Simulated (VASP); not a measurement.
# Ta in VASP: further runs

Ta is run at these levels: PBE; tasks: single point.

Everything below comes from runs of VASP 6.6.1. Logs are shortened: lines on timing, memory, paths and dates and some standing lists are left out, and cuts for length are marked.

## (1) The cell of the first run

It takes space group Im-3m (No. 229, cubic). The conventional cell has a = 3.203 Å, b = 3.203 Å, c = 3.203 Å, α = 90.00°, β = 90.00°, γ = 90.00°. Ta (site symmetry m-3m) has 14 Ta at 2.77 to 3.20 Å within 3.7 Å.

## (2) Single point, PBE (strain -0.030 along x and y, -0.030 along z)

The input, INCAR:

```
SYSTEM = Ta
  PREC = Accurate
  ENCUT = 520
  EDIFF = 1E-6
  ISMEAR = 0
  SIGMA = 0.15
  LREAL = .FALSE.
  LASPH = .TRUE.
  NELM = 100
  ALGO = Normal
  ISIF = 2
  LWAVE = .FALSE.
  LCHARG = .FALSE.
  GGA = PE
  NBANDS = 12
```

The input, KPOINTS:

```
regular mesh
0
G
  20 20 20
  0 0 0
```

The input, POSCAR:

```
Ta
1.0
   -1.6017416000      1.6017416000      1.6017416000
    1.6017416000     -1.6017416000      1.6017416000
    1.6017416000      1.6017416000     -1.6017416000
Ta
1
Direct
    0.0000000000      0.0000000000      0.0000000000
```

Potentials or basis: VASP PAW PBE potentials, release 64 (Ta_pv).

On the command line:

```
$ cat potpaw_PBE.64/Ta_pv/POTCAR > POTCAR
$ mpirun -np 1 vasp_std > vasp.out
```

OUTCAR:

```text
SYSTEM = Ta
   PREC = Accurate
   ENCUT = 520
   EDIFF = 1E-6
   ISMEAR = 0
   LREAL = .FALSE.
   LASPH = .TRUE.
   NELM = 100
   ISIF = 2
   GGA = PE

 ion  position               nearest neighbor table
   1  0.000  0.000  0.000-

  LATTYP: Found a body centered cubic cell.
 ALAT       =     3.2034832000

  Lattice vectors:

 A1 = (  -1.6017416000,   1.6017416000,   1.6017416000)
 A2 = (   1.6017416000,  -1.6017416000,   1.6017416000)
 A3 = (   1.6017416000,   1.6017416000,  -1.6017416000)

Analysis of symmetry for initial positions (statically):
=====================================================================
 Subroutine PRICEL returns:
 Original cell was already a primitive cell.

 Routine SETGRP: Setting up the symmetry group for a
 body centered cubic supercell.

 Subroutine GETGRP returns: Found 48 space group operations
 (whereof 48 operations were pure point group operations)
 out of a pool of 48 trial point group operations.

The static configuration has the point symmetry O_h .

Analysis of symmetry for dynamics (positions and initial velocities):
=====================================================================
 Subroutine PRICEL returns:
 Original cell was already a primitive cell.

 Routine SETGRP: Setting up the symmetry group for a
 body centered cubic supercell.

 Subroutine GETGRP returns: Found 48 space group operations
 (whereof 48 operations were pure point group operations)
 out of a pool of 48 trial point group operations.

The dynamic configuration has the point symmetry O_h .

 Subroutine INISYM returns: Found 48 space group operations
 (whereof 48 operations are pure point group operations),
 and found     1 'primitive' translations

----------------------------------------------------------------------------------------

                                     Primitive cell

  volume of cell :      16.4376

  direct lattice vectors                    reciprocal lattice vectors
    -1.601741600  1.601741600  1.601741600     0.000000000  0.312160214  0.312160214
     1.601741600 -1.601741600  1.601741600     0.312160214  0.000000000  0.312160214
     1.601741600  1.601741600 -1.601741600     0.312160214  0.312160214  0.000000000

  length of vectors
     2.774297832  2.774297832  2.774297832     0.441461208  0.441461208  0.441461208

  position of ions in fractional coordinates (direct lattice)
     0.000000000  0.000000000  0.000000000

  ion indices of the primitive-cell ions
   primitive index   ion index
                 1           1

----------------------------------------------------------------------------------------

 KPOINTS: regular mesh

Automatic generation of k-mesh.
 Grid dimensions read from file:
 generate k-points for:   20   20   20

 Generating k-lattice:

  Cartesian coordinates                     Fractional coordinates (reciprocal lattice)
     0.000000000  0.015608011  0.015608011     0.050000000  0.000000000  0.000000000
     0.015608011  0.000000000  0.015608011     0.000000000  0.050000000  0.000000000
     0.015608011  0.015608011  0.000000000     0.000000000  0.000000000  0.050000000

  Length of vectors
     0.022073060  0.022073060  0.022073060

  Shift w.r.t. Gamma in fractional coordinates (k-lattice)
     0.000000000  0.000000000  0.000000000

 Subroutine IBZKPT returns following result:
 ===========================================

 Found    256 irreducible k-points:

 Following reciprocal coordinates:
            Coordinates               Weight
  0.000000  0.000000  0.000000      1.000000
  0.050000  0.000000  0.000000     12.000000
  0.100000  0.000000  0.000000     12.000000
  0.150000  0.000000  0.000000     12.000000
  0.200000  0.000000  0.000000     12.000000
  0.250000  0.000000  0.000000     12.000000
[... 16 lines left out ...]
  0.200000  0.100000  0.000000     48.000000
  0.250000  0.100000  0.000000     48.000000
 [... further k-points ...]
   k-points           NKPTS =    256   k-points in BZ     NKDIM =    256   number of bands    NBANDS=     12
   number of dos      NEDOS =    301   number of ions     NIONS =      1
   total plane-waves  NPLWV =  13824
   dimension x,y,z NGX =    24 NGY =   24 NGZ =   24
   dimension x,y,z NGXF=    48 NGYF=   48 NGZF=   48
   ions per type =               1
   NGX,Y,Z   is equivalent  to a cutoff of  14.38, 14.38, 14.38 a.u.
   NGXF,Y,Z  is equivalent  to a cutoff of  28.76, 28.76, 28.76 a.u.
 SYSTEM =  Ta
   PREC   = accura    normal or accurate (medium, high low for compatibility)
   ISTART =      0    job   : 0-new  1-cont  2-samecut
   ICHARG =      2    charge: 1-file 2-atom 10-const
   ISPIN  =      1    spin polarized calculation?
   LNONCOLLINEAR =      F non collinear calculations
   LSORBIT =      F    spin-orbit coupling
   LASPH  =      T    aspherical Exc in radial PAW
   ENCUT  =  520.0 eV  38.22 Ry    6.18 a.u.   5.16  5.16  5.16*2*pi/ulx,y,z
   NELM   =    100;   NELMIN=  2; NELMDL= -5     # of ELM steps
   EDIFF  = 0.1E-05   stopping-criterion for ELM
   LREAL  =      F    real-space projection
   EDIFFG = 0.1E-04   stopping-criterion for IOM
   NSW    =      0    number of steps for IOM
   IBRION =     -1    ionic relax: 0-MD 1-quasi-New 2-CG
   NFREE  =      0    steps in history (QN), initial steepest desc. (CG)
   ISIF   =      2    stress and relaxation
   ISYM   =      2    0-nonsym 1-usesym 2-fastsym
   POTIM  = 0.5000    time-step for ionic-motion
   TEBEG  =    0.0;   TEEND  =   0.0 temperature during run
   PSTRESS=    0.0 pullay stress
   NELECT =      11.0000    total number of electrons
   NUPDOWN=      -1.0000    fix difference up-down
   EMIN   =  10.00;   EMAX   =-10.00  energy-range for DOS
   EFERMI =   0.00;   METHOD = LEGACY
   ISMEAR =     0;   SIGMA  =   0.15  broadening in eV -4-tet -1-fermi 0-gaus
   EFERMI_NEDOS =   21; number of points for ismear=-14 and -15
   IALGO  =     38    algorithm
   IMIX   =      4    mixing-type and parameters
     AMIX     =   0.40;   BMIX     =  1.00
     AMIX_MAG =   1.60;   BMIX_MAG =  1.00
  volume/ion in A,a.u.               =      16.44       110.93
  Fermi-wavevector in a.u.,A,eV,Ry     =   1.431946  2.705985 27.898325  2.050469
  Thomas-Fermi vector in A             =   2.551627
   LORBIT       =      0    0 simple, 1 ext, 2 COOP (PROOUT), +10 PAW based schemes
   GGA     = PE    functional components
   LHFCALC =     F    Hartree Fock is set to
   AEXX    =    0.0000 exact exchange contribution
   IVDW    =     0    specifies the selected vdW correction
   LEPSILON=     F    determine dielectric tensor
   LRPA    =     F    only Hartree local field effects (RPA)
 non-spin polarized calculation
 Gauss-broadening in eV      SIGMA  =   0.15
  energy-cutoff  :      520.00
  volume of cell :       16.44
 maximum number of plane-waves:       466
 NGX is ok and might be reduce to    24
   NGX = 11   NGY = 11   NGZ = 11

 number of electron      11.0000000 magnetization

 Free energy of the ion-electron system (eV)
  ---------------------------------------------------
  ext. energy  EPLUGINS =         0.00000000
  ---------------------------------------------------
  free energy    TOTEN  =       -11.68139130 eV

  energy without entropy =      -11.66784831  energy(sigma->0) =      -11.67461980

 E-fermi :   6.2449     XC(G=0): -13.0933

 val. band max:        6.2421104328   @ k =   0.3500   0.2000   0.1000
 cond. band min:       6.2508998476   @ k =   0.1000   0.1000   0.0000
 fundamental gap:      0.0087894148
 Fermi energy:         6.2449031263

 k-point     1 :       0.0000    0.0000    0.0000
  band No.  band energies     occupation
      1     -26.4487      2.00000
      2     -26.4487      2.00000
      3     -26.4487      2.00000
      4      -2.0030      2.00000
      5       6.9775      0.00000
      6       6.9775      0.00000
      7       6.9775      0.00000
      8      10.5849      0.00000
      9      10.5849      0.00000
     10      21.6984      0.00000
     11      21.6984      0.00000
     12      21.6984      0.00000

 k-point     2 :       0.0500    0.0000    0.0000
  band No.  band energies     occupation
      1     -26.4918      2.00000
      2     -26.4616      2.00000
      3     -26.4491      2.00000
      4      -1.8766      2.00000
      5       6.8931      0.00000
      6       6.9546      0.00000
      7       7.1012      0.00000
      8      10.4391      0.00000
      9      10.5835      0.00000
     10      21.2630      0.00000
     11      21.8178      0.00000
     12      21.9167      0.00000

 k-point     3 :       0.1000    0.0000    0.0000
  band No.  band energies     occupation
      1     -26.6151      2.00000
      2     -26.4986      2.00000
      3     -26.4500      2.00000
      4      -1.5096      2.00000
      5       6.6577      0.00010
      6       6.8617      0.00000
      7       7.4695      0.00000
      8      10.1178      0.00000
      9      10.5861      0.00000
     10      21.2625      0.00000
     11      22.1365      0.00000
     12      22.5527      0.00000
[... 286 lines left out ...]
 k-point    23 :       0.2000    0.1000    0.0000
  band No.  band energies     occupation
      1     -27.3231      2.00000
      2     -26.7117      2.00000
      3     -26.5084      2.00000
      4       0.7936      2.00000
      5       5.5022      2.00000
      6       5.8026      1.99997
      7       9.5596      0.00000
      8      10.4242      0.00000
      9      11.1680      0.00000
     10      21.2580      0.00000
     11      22.4899      0.00000
     12      24.1864      0.00000

 k-point    24 :       0.2500    0.1000    0.0000
  band No.  band energies     occupation
      1     -27.5317      2.00000
      2     -26.8008      2.00000
      3     -26.5131      2.00000
      4       1.3960      2.00000
      5       5.1547      2.00000
      6       5.7861      1.99998
      7       9.8088      0.00000
      8      11.3317      0.00000
      9      11.6111      0.00000
     10      21.2342      0.00000
     11      21.4513      0.00000
     12      23.3662      0.00000

 [... further k-points ...]
[... 5 lines left out ...]
  --------------------------------------------------------------------------------------
  -------------------------------------------------------------------------------------
  Total        2.6556166      2.6556166      2.6556166     -0.0000000     -0.0000000      0.0000000
  in kB      258.8442946    258.8442946    258.8442946     -0.0000000     -0.0000000      0.0000000
  external PRESSURE =     258.8442946 kB  Pullay stress =       0.0000000 kB

 VOLUME and BASIS-vectors are now :
 -----------------------------------------------------------------------------
  energy-cutoff  :      520.00
  volume of cell :       16.44
      direct lattice vectors                 reciprocal lattice vectors
    -1.601741600  1.601741600  1.601741600     0.000000000  0.312160214  0.312160214
     1.601741600 -1.601741600  1.601741600     0.312160214  0.000000000  0.312160214
     1.601741600  1.601741600 -1.601741600     0.312160214  0.312160214  0.000000000

 POSITION                                       TOTAL-FORCE (eV/Angst)
 -----------------------------------------------------------------------------------
      0.00000      0.00000      0.00000         0.000000      0.000000      0.000000
 -----------------------------------------------------------------------------------
    total drift:                               -0.000000      0.000000      0.000000

  FREE ENERGIE OF THE ION-ELECTRON SYSTEM (eV)
  ---------------------------------------------------
  free  energy   TOTEN  =       -11.6813912957 eV

  energy  without entropy=      -11.6678483124  energy(sigma->0) =      -11.67461980
```

Wall time 30 s (1 thread of AMD EPYC 7R13 (Zen 3), shared host); peak memory 0.15 GiB.

Results:

```yaml
Free_energy: -11.6814 eV
Pressure: 25.9 GPa
```

Caveat: the cell differs from its parent crystal (strain -0.030 along x and y, -0.030 along z); spin-orbit coupling is left out, which moves the levels of the heavy elements.

## (3) Single point, PBE (strain -0.030 along x and y, -0.015 along z)

The input, INCAR:

```
SYSTEM = Ta
ALGO = Normal ; EDIFF = 1E-6
ENCUT = 520 ; GGA = PE
ISIF = 2 ; ISMEAR = 0
LASPH = .TRUE. ; LCHARG = .TRUE.
LELF = .TRUE. ; LREAL = .FALSE.
LVHAR = .TRUE. ; LWAVE = .FALSE.
NBANDS = 12 ; NELM = 60
PREC = Accurate ; SIGMA = 0.15
```

The input, KPOINTS:

```
k-points
0
G
  20 20 20
  0 0 0
```

The input, POSCAR:

```
Ta
1.0
   -1.6017416000      1.6017416000      1.6265108000
    1.6017416000     -1.6017416000      1.6265108000
    1.6017416000      1.6017416000     -1.6265108000
Ta
1
Direct
    0.0000000000      0.0000000000      0.0000000000
```

Potentials or basis: VASP PAW PBE potentials, release 64 (Ta_pv).

On the command line:

```
$ cat potpaw_PBE.64/Ta_pv/POTCAR > POTCAR
$ mpirun -np 1 vasp_std > vasp.out
```

OUTCAR:

```text
SYSTEM = Ta
   EDIFF = 1E-6
   ENCUT = 520
   GGA = PE
   ISIF = 2
   ISMEAR = 0
   LASPH = .TRUE.
   LREAL = .FALSE.
   NELM = 60
   PREC = Accurate

 ion  position               nearest neighbor table
   1  0.000  0.000  0.000-

  LATTYP: Found a body centered tetragonal cell.
 ALAT       =     3.2034832000
 C/A-ratio  =     1.0154639175

  Lattice vectors:

 A1 = (  -1.6017416000,   1.6017416000,   1.6265108000)
[... 538 lines left out ...]
      9      11.6215      0.00000
     10      20.6078      0.00000
     11      21.0608      0.00000
     12      21.9943      0.00000

 [... further k-points ...]

------------------------ aborting loop because EDIFF is reached ----------------------------------------

  FORCE on cell =-STRESS in cart. coord.  units (eV):
  Direction    XX          YY          ZZ          XY          YZ          ZX
  --------------------------------------------------------------------------------------
  -------------------------------------------------------------------------------------
  Total        2.3272705      2.3272705      2.0928880      0.0000000      0.0000000      0.0000000
  in kB      223.3858195    223.3858195    200.8883296      0.0000000      0.0000000      0.0000000
  external PRESSURE =     215.8866562 kB  Pullay stress =       0.0000000 kB

 VOLUME and BASIS-vectors are now :
 -----------------------------------------------------------------------------
  energy-cutoff  :      520.00
  volume of cell :       16.69
      direct lattice vectors                 reciprocal lattice vectors
    -1.601741600  1.601741600  1.626510800     0.000000000  0.312160214  0.307406505
     1.601741600 -1.601741600  1.626510800     0.312160214  0.000000000  0.307406505
     1.601741600  1.601741600 -1.626510800     0.312160214  0.312160214  0.000000000

 POSITION                                       TOTAL-FORCE (eV/Angst)
 -----------------------------------------------------------------------------------
      0.00000      0.00000      0.00000         0.000000     -0.000000      0.000000
 -----------------------------------------------------------------------------------
    total drift:                               -0.000000      0.000000      0.000000

  FREE ENERGIE OF THE ION-ELECTRON SYSTEM (eV)
  ---------------------------------------------------
  free  energy   TOTEN  =       -11.7178933945 eV

  energy  without entropy=      -11.7041489942  energy(sigma->0) =      -11.71102119
```

stdout:

```text
POSCAR found type information on POSCAR Ta
 POSCAR found :  1 types and       1 ions
 scaLAPACK will be used
 LDA part: xc-table for (Slater+PW92), standard interpolation
 POSCAR, INCAR and KPOINTS ok, starting setup
 FFT: planning ... GRIDC
 FFT: planning ... GRID_SOFT
 FFT: planning ... GRID
 WAVECAR not read
 entering main loop
```

Wall time 76 s (1 thread of AMD EPYC 7R13 (Zen 3), shared host); peak memory 0.22 GiB.

Results:

```yaml
Free_energy: -11.7179 eV
Pressure: 21.6 GPa
```

Caveat: the cell differs from its parent crystal (strain -0.030 along x and y, -0.015 along z); spin-orbit coupling is left out, which moves the levels of the heavy elements.
